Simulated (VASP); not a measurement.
# AgCl: single point with PBE

AgCl:

```xyz
2
Lattice="0.0000 2.9988 2.9988 2.9988 0.0000 2.9988 2.9988 2.9988 0.0000" Properties=species:S:1:pos:R:3 pbc="T T T"
Ag    0.0000    0.0000    0.0000
Cl    1.4994    1.4994    1.4994
```

This cell differs from its parent crystal: volume changed by -3%.

```yaml
Program: VASP 6.6.1
Task: single point
Functional: PBE
Potentials_or_basis: VASP PAW PBE potentials, release 64 (Ag, Cl)
Cutoff: 520 eV
k_mesh: 6 × 6 × 6
Occupations: gaussian, width 0.01 eV
Spin: no spin polarisation
Dipole_correction: no
Further_INCAR_settings: ALGO = Normal; EDIFF = 1e-07; NBANDS = 16
```

```json
{
  "Pressure": "0.9 GPa",
  "Band gap on the k mesh": "1.26 eV, direct"
}
```

Levels at points of the mesh, in eV from the valence-band top:
```csv
k point,band 5,band 6,band 7,band 8,band 9,band 10,band 11,band 12,band 13,band 14
"(0.00, 0.00, 0.00)",-2.11,-2.11,0.00,0.00,0.00,1.26,8.09,8.09,8.09,12.63
"(0.50, 0.00, 0.00)",-2.05,-2.05,-1.96,-0.57,-0.57,3.75,6.69,8.44,8.44,11.93
"(0.50, 0.50, 0.00)",-2.06,-1.96,-1.71,-1.34,-1.34,4.82,5.42,8.70,10.65,10.65
```

Run time: 8.8 s on 1 thread of AMD EPYC 9R45 96-Core Processor (Zen 5) (shared host), peak memory 0.15 GiB.
